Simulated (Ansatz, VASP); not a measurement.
**Two plane-wave programs on CuO**

POSCAR

```
CuO
1.0
    2.0171679519     -2.1818894341      0.0000000000
    2.0171679519      2.1818894341      0.0000000000
    0.0000000000      0.0000000000      5.2237769386
Cu O
2 2
Direct
    0.0000000000      0.5000000000      0.0000000000
    0.5000000000      0.0000000000      0.5000000000
    0.5000000000      0.5000000000      0.2500000000
    0.5000000000      0.5000000000      0.7500000000
```

The input INCAR.step1:

```
SYSTEM = CuO
  PREC = Accurate
  ENCUT = 520
  ISMEAR = 0
  SIGMA = 0.1
  LREAL = .False.
  LASPH = .True.
  NELM = 80
  NBANDS = 25
  GGA = PE
  ALGO = Normal
  EDIFF = 1E-4
  LWAVE = .True.
  LCHARG = .False.
```

INCAR.step2

```
SYSTEM = CuO
  PREC = Accurate
  ENCUT = 520
  EDIFF = 1E-7
  ISMEAR = 0
  SIGMA = 0.1
  LREAL = .False.
  LASPH = .True.
  NELM = 80
  ALGO = Normal
  ISIF = 2
  LWAVE = .False.
  LCHARG = .True.
  METAGGA = R2SCAN
  LMIXTAU = .True.
  LELF = .True.
  LVHAR = .True.
  NBANDS = 25
  ISTART = 1
```

Contents of KPOINTS:

```
regular mesh
0
Gamma
  14 14 8
  0 0 0
```

Input for Ansatz:

```yaml
crystal:
  lattice:
    - [2.0171679519, -2.1818894341, 0.0]
    - [2.0171679519, 2.1818894341, 0.0]
    - [0.0, 0.0, 5.2237769386]
  atoms:
    - { symbol: Cu, position: [0.0, 0.5, 0.0] }
    - { symbol: Cu, position: [0.5, 0.0, 0.5] }
    - { symbol: O, position: [0.5, 0.5, 0.25] }
    - { symbol: O, position: [0.5, 0.5, 0.75] }
basis:
  ecutwfc: 500
kpoints:
  mp_grid: { grid: [14, 14, 8] }
hamiltonian:
  xc: r2scan
scf:
  occupations: { method: gaussian, width: 0.1 }
  lower_state_search: "off"
output:
  forces: true
  stress: true
  eigenvalues: true
```

Alike in both runs: task single point; functional r2SCAN; k mesh 14 × 14 × 8; occupations gaussian, width 0.1 eV; no spin polarisation.

|  | VASP | Ansatz |
| --- | --- | --- |
| version | VASP 6.6.1 | Ansatz 0.2.0 |
| potentials or method | VASP PAW PBE potentials, release 64 (Cu, O), cutoff 520 eV | scalar-relativistic, plane waves, PAW |
| valence electrons in the cell | 34 | 50 |

|  | VASP | Ansatz | Ansatz less VASP |
| --- | --- | --- | --- |
| gap on the k mesh at the Fermi level (eV) | none | none | - |
| pressure (GPa) | -9.5 | -10.3 | -0.81 |
| traceless stress, the component that is largest in VASP (GPa) | -1.76 | -1.99 | -0.227 |

VASP's potentials were made for PBE, not for r2SCAN. A gap of «none» marks a metal or a gap that the smearing closes. The functional is the same, so the differences come from potentials, cutoffs and numerics. VASP's potentials hold 34 valence electrons a cell and Ansatz's 50, so a difference there can come from the potentials and not from the codes.
